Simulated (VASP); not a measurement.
# KF in VASP: further runs, part 3 of 3

VASP 6.6.1. The steps go on from the part before.

## 5. Electric field gradients, PBEsol (18.34 Å³/atom)

This run uses another cell than the first one, of 18.34 Å³/atom.

Input file INCAR:

```
ALGO = Normal ; EDIFF = 1E-8
ENCUT = 520 ; GGA = PS
ISIF = 2 ; ISMEAR = -1
LASPH = True ; LCHARG = False
LEFG = True ; LREAL = False
LWAVE = False ; NBANDS = 15
NELM = 60 ; PREC = Accurate
SIGMA = 0.01
```

Input file KPOINTS:

```
k-points
0
Gamma
  9 9 9
```

Input file POSCAR:

```
KF
1.0
    0.0000000000      2.6373671923      2.6373671923
    2.6373671923      0.0000000000      2.6373671923
    2.6373671923      2.6373671923      0.0000000000
K F
1 1
Direct
    0.0000000000      0.0000000000      0.0000000000
    0.5000000000      0.5000000000      0.5000000000
```

Potentials or basis: VASP PAW PBE potentials, release 64 (K_sv, F).

Launch:

```console
> cat potpaw_PBE.64/K_sv/POTCAR potpaw_PBE.64/F/POTCAR > POTCAR
> mpirun -np 1 vasp_std > vasp.out
```

OUTCAR:

```text
EDIFF = 1E-8
   ENCUT = 520
   GGA = PS
   ISIF = 2
   ISMEAR = -1
   LASPH = True
   LREAL = False
   NELM = 60
   PREC = Accurate

 ion  position               nearest neighbor table
   1  0.000  0.000  0.000-   2 2.64   2 2.64   2 2.64   2 2.64   2 2.64   2 2.64
   2  0.500  0.500  0.500-   1 2.64   1 2.64   1 2.64   1 2.64   1 2.64   1 2.64

  LATTYP: Found a face centered cubic cell.
 ALAT       =     5.2747343846

  Lattice vectors:

 A1 = (   0.0000000000,   2.6373671923,   2.6373671923)
 A2 = (   2.6373671923,   0.0000000000,   2.6373671923)
 A3 = (   2.6373671923,   2.6373671923,   0.0000000000)

Analysis of symmetry for initial positions (statically):
=====================================================================
 Subroutine PRICEL returns:
 Original cell was already a primitive cell.

 Routine SETGRP: Setting up the symmetry group for a
 face centered cubic supercell.

 Subroutine GETGRP returns: Found 48 space group operations
 (whereof 48 operations were pure point group operations)
 out of a pool of 48 trial point group operations.

The static configuration has the point symmetry O_h .

Analysis of symmetry for dynamics (positions and initial velocities):
=====================================================================
 Subroutine PRICEL returns:
 Original cell was already a primitive cell.

 Routine SETGRP: Setting up the symmetry group for a
 face centered cubic supercell.

 Subroutine GETGRP returns: Found 48 space group operations
 (whereof 48 operations were pure point group operations)
 out of a pool of 48 trial point group operations.

[... 574 lines left out ...]
      5     -12.1815      2.00000
      6      -3.0352      2.00000
      7      -2.8518      2.00000
      8      -2.8518      2.00000
      9       5.3683      0.00000
     10       7.4343      0.00000
     11       9.2541      0.00000
     12      10.9554      0.00000
     13      11.5169      0.00000
     14      11.5169      0.00000
     15      13.7156      0.00000

 [... further k-points ...]

------------------------ aborting loop because EDIFF is reached ----------------------------------------

  FORCE on cell =-STRESS in cart. coord.  units (eV):
  Direction    XX          YY          ZZ          XY          YZ          ZX
  --------------------------------------------------------------------------------------
  -------------------------------------------------------------------------------------
  Total        0.1601008      0.1601008      0.1601008      0.0000000     -0.0000000     -0.0000000
  in kB        6.9913680      6.9913680      6.9913680      0.0000000     -0.0000000     -0.0000000
  external PRESSURE =       6.9913680 kB  Pullay stress =       0.0000000 kB

 VOLUME and BASIS-vectors are now :
 -----------------------------------------------------------------------------
  energy-cutoff  :      520.00
  volume of cell :       36.69
      direct lattice vectors                 reciprocal lattice vectors
     0.000000000  2.637367192  2.637367192    -0.189583006  0.189583006  0.189583006
     2.637367192  0.000000000  2.637367192     0.189583006 -0.189583006  0.189583006
     2.637367192  2.637367192  0.000000000     0.189583006  0.189583006 -0.189583006

 POSITION                                       TOTAL-FORCE (eV/Angst)
 -----------------------------------------------------------------------------------
      0.00000      0.00000      0.00000        -0.000000     -0.000000     -0.000000
      2.63737      2.63737      2.63737         0.000000      0.000000      0.000000
 -----------------------------------------------------------------------------------
    total drift:                                0.000000      0.000000      0.000000

  FREE ENERGIE OF THE ION-ELECTRON SYSTEM (eV)
  ---------------------------------------------------
  free  energy   TOTEN  =        -8.5176085931 eV

  energy  without entropy=       -8.5176085931  energy(sigma->0) =       -8.51760859

 Electric field gradients (V/A^2)
---------------------------------------------------------------------
 ion       V_xx      V_yy      V_zz      V_xy      V_xz      V_yz
---------------------------------------------------------------------
   1       0.000     0.000    -0.000     0.000     0.000     0.000
   2      -0.000     0.000     0.000     0.005     0.005     0.005
---------------------------------------------------------------------

 Electric field gradients after diagonalization (V/A^2)
 (convention: |V_zz| > |V_xx| > |V_yy|)
----------------------------------------------------------------------
 ion       V_xx      V_yy      V_zz     asymmetry (V_yy - V_xx)/ V_zz
----------------------------------------------------------------------
   1      -0.000    -0.000     0.001       0.000
   2      -0.005    -0.005     0.011       0.000
----------------------------------------------------------------------

           NMR quadrupolar parameters

 Cq : quadrupolar parameter    Cq=e*Q*V_zz/h
 eta: asymmetry parameters     (V_yy - V_xx)/ V_zz
 Q  : nuclear electric quadrupole moment in mb (millibarn)
----------------------------------------------------------------------
 ion       Cq(MHz)       eta       Q (mb)
----------------------------------------------------------------------
   1       0.000       0.000       1.000
   2       0.000       0.000       1.000
----------------------------------------------------------------------
```

stdout:

```text
POSCAR found type information on POSCAR K F
 POSCAR found :  2 types and       2 ions
 scaLAPACK will be used
 -----------------------------------------------------------------------------
|                                                                             |
|                                                                             |
|     You enforced a specific xc type in the INCAR file but a different       |
|     I HOPE YOU KNOW WHAT YOU ARE DOING!                                     |
|                                                                             |
 -----------------------------------------------------------------------------

 LDA part: xc-table for (Slater+PW92), standard interpolation
 POSCAR, INCAR and KPOINTS ok, starting setup
 FFT: planning ... GRIDC
 FFT: planning ... GRID_SOFT
 FFT: planning ... GRID
 WAVECAR not read
 entering main loop
ion   1

ion   2
```

It took 46 s on 1 thread of Intel Xeon 8259CL, shared host; peak memory 0.16 GiB.

Results:

| Quantity | Value |
| --- | --- |
| Free energy | -8.5176 eV |
| Pressure | 0.7 GPa |
| Band gap on the k mesh | 6.23 eV |
| Largest electric field gradient by atom | zero within the noise of the run |

Caveat: the PAW data sets were made with another functional, which shifts forces and pressure a little; an odd mesh through Γ misses points on the zone boundary, where band edges can lie.

## 6. Electric field gradients, PBEsol (18.92 Å³/atom)

This run uses another cell than the first one, of 18.92 Å³/atom.

Input file INCAR:

```
SYSTEM = KF
ALGO = Normal
EDIFF = 1E-8
ENCUT = 520
GGA = PS
ISIF = 2
ISMEAR = -1
LASPH = .True.
LCHARG = .False.
LEFG = .True.
LREAL = .False.
LWAVE = .False.
NBANDS = 15
NELM = 80
PREC = Accurate
SIGMA = 0.01
```

Input file KPOINTS:

```
k-points
0
Gamma
  9 9 9
  0 0 0
```

Input file POSCAR:

```
KF
1.0
    0.0000000000      2.6645584616      2.6645584616
    2.6645584616      0.0000000000      2.6645584616
    2.6645584616      2.6645584616      0.0000000000
K F
1 1
Direct
    0.0000000000      0.0000000000      0.0000000000
    0.5000000000      0.5000000000      0.5000000000
```

Potentials or basis: VASP PAW PBE potentials, release 64 (K_sv, F).

Launch:

```console
> cat potpaw_PBE.64/K_sv/POTCAR potpaw_PBE.64/F/POTCAR > POTCAR
> mpirun -np 1 vasp_std > vasp.out
```

OUTCAR:

```text
SYSTEM = KF
   EDIFF = 1E-8
   ENCUT = 520
   GGA = PS
   ISIF = 2
   ISMEAR = -1
   LASPH = .True.
   LREAL = .False.
   NELM = 80
   PREC = Accurate

 ion  position               nearest neighbor table
   1  0.000  0.000  0.000-   2 2.66   2 2.66   2 2.66   2 2.66   2 2.66   2 2.66
   2  0.500  0.500  0.500-   1 2.66   1 2.66   1 2.66   1 2.66   1 2.66   1 2.66

  LATTYP: Found a face centered cubic cell.
 ALAT       =     5.3291169232

  Lattice vectors:

 A1 = (   0.0000000000,   2.6645584616,   2.6645584616)
 A2 = (   2.6645584616,   0.0000000000,   2.6645584616)
 A3 = (   2.6645584616,   2.6645584616,   0.0000000000)

Analysis of symmetry for initial positions (statically):
=====================================================================
 Subroutine PRICEL returns:
 Original cell was already a primitive cell.

 Routine SETGRP: Setting up the symmetry group for a
 face centered cubic supercell.

 Subroutine GETGRP returns: Found 48 space group operations
 (whereof 48 operations were pure point group operations)
 out of a pool of 48 trial point group operations.

The static configuration has the point symmetry O_h .

Analysis of symmetry for dynamics (positions and initial velocities):
=====================================================================
 Subroutine PRICEL returns:
 Original cell was already a primitive cell.

 Routine SETGRP: Setting up the symmetry group for a
 face centered cubic supercell.

 Subroutine GETGRP returns: Found 48 space group operations
 (whereof 48 operations were pure point group operations)
 out of a pool of 48 trial point group operations.

The dynamic configuration has the point symmetry O_h .

 Subroutine INISYM returns: Found 48 space group operations
 (whereof 48 operations are pure point group operations),
 and found     1 'primitive' translations

----------------------------------------------------------------------------------------

                                     Primitive cell

  volume of cell :      37.8360

  direct lattice vectors                    reciprocal lattice vectors
     0.000000000  2.664558462  2.664558462    -0.187648350  0.187648350  0.187648350
     2.664558462  0.000000000  2.664558462     0.187648350 -0.187648350  0.187648350
     2.664558462  2.664558462  0.000000000     0.187648350  0.187648350 -0.187648350

  length of vectors
     3.768254714  3.768254714  3.768254714     0.325016477  0.325016477  0.325016477

  position of ions in fractional coordinates (direct lattice)
     0.000000000  0.000000000  0.000000000
     0.500000000  0.500000000  0.500000000

  ion indices of the primitive-cell ions
   primitive index   ion index
                 1           1
                 2           2

----------------------------------------------------------------------------------------

 KPOINTS: k-points

Automatic generation of k-mesh.
 Grid dimensions read from file:
 generate k-points for:    9    9    9

 Generating k-lattice:

[... 79 lines left out ...]
   IMIX   =      4    mixing-type and parameters
     AMIX     =   0.40;   BMIX     =  1.00
     AMIX_MAG =   1.60;   BMIX_MAG =  1.00
  volume/ion in A,a.u.               =      18.92       127.67
  Fermi-wavevector in a.u.,A,eV,Ry     =   1.228795  2.322087 20.543955  1.509938
  Thomas-Fermi vector in A             =   2.363707
   LORBIT       =      0    0 simple, 1 ext, 2 COOP (PROOUT), +10 PAW based schemes
   GGA     = PS    functional components
   LHFCALC =     F    Hartree Fock is set to
   AEXX    =    0.0000 exact exchange contribution
   IVDW    =     0    specifies the selected vdW correction
   LEPSILON=     F    determine dielectric tensor
   LRPA    =     F    only Hartree local field effects (RPA)
 non-spin polarized calculation
  energy-cutoff  :      520.00
  volume of cell :       37.84
 maximum number of plane-waves:      1030
   NGX = 13   NGY = 13   NGZ = 13

 number of electron      16.0000007 magnetization

 Free energy of the ion-electron system (eV)
  ---------------------------------------------------
  ext. energy  EPLUGINS =         0.00000000
  ---------------------------------------------------
  free energy    TOTEN  =        -8.52012861 eV

  energy without entropy =       -8.52012861  energy(sigma->0) =       -8.52012861

 E-fermi :  -2.6093     XC(G=0):  -8.6483

 val. band max:       -2.8865513059   @ k =   0.0000   0.0000   0.0000
 cond. band min:       3.1843332265   @ k =   0.0000   0.0000   0.0000
 fundamental gap:      6.0708845324
 Fermi energy:        -2.6092732024

 k-point     1 :       0.0000    0.0000    0.0000
  band No.  band energies     occupation
      1     -28.8282      2.00000
      2     -21.4188      2.00000
      3     -12.1335      2.00000
      4     -12.1335      2.00000
      5     -12.1335      2.00000
      6      -2.8866      2.00000
      7      -2.8866      2.00000
      8      -2.8866      2.00000
      9       3.1843      0.00000
     10       7.7702      0.00000
     11       7.7702      0.00000
     12       7.7702      0.00000
     13       9.4556      0.00000
     14       9.4556      0.00000
[... 401 lines left out ...]
      2     -21.4417      2.00000
      3     -12.6927      2.00000
      4     -12.3500      2.00000
      5     -12.3500      2.00000
      6      -3.1322      2.00000
      7      -2.9418      2.00000
      8      -2.9418      2.00000
      9       5.2683      0.00000
     10       7.1697      0.00000
     11       8.9441      0.00000
     12      10.7099      0.00000
     13      11.2432      0.00000
     14      11.2432      0.00000
     15      13.2799      0.00000

 [... further k-points ...]

------------------------ aborting loop because EDIFF is reached ----------------------------------------

  FORCE on cell =-STRESS in cart. coord.  units (eV):
  Direction    XX          YY          ZZ          XY          YZ          ZX
  --------------------------------------------------------------------------------------
  -------------------------------------------------------------------------------------
  Total       -0.0866429     -0.0866429     -0.0866429      0.0000000      0.0000000      0.0000000
  in kB       -3.6689164     -3.6689164     -3.6689164      0.0000000      0.0000000      0.0000000
  external PRESSURE =      -3.6689164 kB  Pullay stress =       0.0000000 kB

 VOLUME and BASIS-vectors are now :
 -----------------------------------------------------------------------------
  energy-cutoff  :      520.00
  volume of cell :       37.84
      direct lattice vectors                 reciprocal lattice vectors
     0.000000000  2.664558462  2.664558462    -0.187648350  0.187648350  0.187648350
     2.664558462  0.000000000  2.664558462     0.187648350 -0.187648350  0.187648350
     2.664558462  2.664558462  0.000000000     0.187648350  0.187648350 -0.187648350

 POSITION                                       TOTAL-FORCE (eV/Angst)
 -----------------------------------------------------------------------------------
      0.00000      0.00000      0.00000         0.000000     -0.000000     -0.000000
      2.66456      2.66456      2.66456         0.000000      0.000000      0.000000
 -----------------------------------------------------------------------------------
    total drift:                                0.000000      0.000000      0.000000

  FREE ENERGIE OF THE ION-ELECTRON SYSTEM (eV)
  ---------------------------------------------------
  free  energy   TOTEN  =        -8.5201286111 eV

  energy  without entropy=       -8.5201286111  energy(sigma->0) =       -8.52012861

 Electric field gradients (V/A^2)
---------------------------------------------------------------------
 ion       V_xx      V_yy      V_zz      V_xy      V_xz      V_yz
---------------------------------------------------------------------
   1       0.000    -0.000     0.000     0.000     0.000     0.000
   2       0.000     0.000    -0.000     0.007     0.007     0.007
---------------------------------------------------------------------

 Electric field gradients after diagonalization (V/A^2)
 (convention: |V_zz| > |V_xx| > |V_yy|)
----------------------------------------------------------------------
 ion       V_xx      V_yy      V_zz     asymmetry (V_yy - V_xx)/ V_zz
----------------------------------------------------------------------
   1      -0.000    -0.000     0.001       0.000
   2      -0.007    -0.007     0.014       0.000
----------------------------------------------------------------------

           NMR quadrupolar parameters

 Cq : quadrupolar parameter    Cq=e*Q*V_zz/h
 eta: asymmetry parameters     (V_yy - V_xx)/ V_zz
 Q  : nuclear electric quadrupole moment in mb (millibarn)
----------------------------------------------------------------------
 ion       Cq(MHz)       eta       Q (mb)
----------------------------------------------------------------------
   1       0.000       0.000       1.000
   2       0.000       0.000       1.000
----------------------------------------------------------------------
```

Wall time 43 s (1 thread of Intel Xeon 8259CL, shared host); peak memory 0.16 GiB.

What came out:

```
Free energy                             : -8.5201 eV
Pressure                                : -0.4 GPa
Band gap on the k mesh                  : 6.07 eV
Largest electric field gradient by atom : zero within the noise of the run
```

Caveat: the PAW data sets were made with another functional, which shifts forces and pressure a little; an odd mesh through Γ misses points on the zone boundary, where band edges can lie.

## 7. Summary

| cell | gap on the mesh (eV) | pressure (GPa) |
| --- | --- | --- |
| a = 3.800 Å, angles 59.3°, 2 atoms | 6.02 | -0.7 |
| a = 3.819 Å, angles 58.7°, 2 atoms | 6.01 | -0.7 |
| a = 3.730 Å, angles 60.0°, 2 atoms | 6.23 | 0.7 |
| a = 3.768 Å, angles 60.0°, 2 atoms | 6.07 | -0.4 |

Alike in all rows: task electric field gradients; level PBEsol; potentials or basis VASP PAW PBE potentials, release 64 (K_sv, F); no spin polarisation; k mesh 9 × 9 × 9; cutoff (eV) 520; smearing fermi-dirac 0.01 eV.

Caveats: the PAW data sets were made with another functional, which shifts forces and pressure a little; an odd mesh through Γ misses points on the zone boundary, where band edges can lie.

Total energies depend on the potentials used, so only differences within one code and one set of settings carry meaning.
